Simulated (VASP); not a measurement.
Wanted: the native input for a VASP 6.6.1 run.

```
Task                   : single point
Functional             : revPBE
Potentials or basis    : VASP PAW PBE potentials, release 64 (Zn)
Cutoff                 : 520 eV
k mesh                 : 15 × 15 × 4
Occupations            : fermi-dirac, width 0.1 eV
Spin                   : no spin polarisation
Dipole correction      : no
Further INCAR settings : ALGO = Normal; EDIFF = 1e-06; NBANDS = 32
```

The structure of Zn lies in POSCAR:

```
Zn
1.0
    2.6856483326      0.0000000000      0.0000000000
   -1.3428241663      2.3258396816      0.0000000000
    0.0000000000      0.0000000000     10.0582133730
Zn
4
Direct
    1.0000000000      1.0000000000      0.0000000000
    0.0000000000      0.0000000000      0.5000000000
    0.3333333333      0.6666666667      0.2500000000
    0.6666666667      0.3333333333      0.7500000000
```

One way to write it, as run:

INCAR

```
SYSTEM = Zn
PREC     = Accurate       ! precision mode
ENCUT    = 520            ! plane-wave cutoff, eV
EDIFF    = 1E-6           ! SCF threshold, eV
ISMEAR   = -1             ! smearing method
SIGMA    = 0.1            ! smearing width, eV
LREAL    = .False.        ! projectors in reciprocal space
LASPH    = .True.         ! aspherical terms in the spheres
NELM     = 60             ! most SCF steps
ALGO     = Normal         ! electronic algorithm
ISIF     = 2              ! what is computed and relaxed
LWAVE    = .False.        ! write WAVECAR
LCHARG   = .False.        ! write CHGCAR
GGA      = RE             ! functional
NBANDS   = 32             ! bands
```

KPOINTS

```
Automatic mesh
0
Gamma
  15 15 4
  0 0 0
```

Potentials or basis: VASP PAW PBE potentials, release 64 (Zn).

Command:

```sh
$ cat potpaw_PBE.64/Zn/POTCAR > POTCAR
$ mpirun -np 1 vasp_std > vasp.out
```

It gave:

```json
{"Pressure": "0.4 GPa", "Band gap on the k mesh": "zero (band 24 reaches 4.71 eV, above the bottom of band 25 at -0.14 eV)"}
```

Caveat: the PAW data sets were made with another functional, which shifts forces and pressure a little.

Wall time 53 s on 1 thread of Intel(R) Xeon(R) 6975P-C (Granite Rapids), with other jobs on the host, peak memory 0.24 GiB.
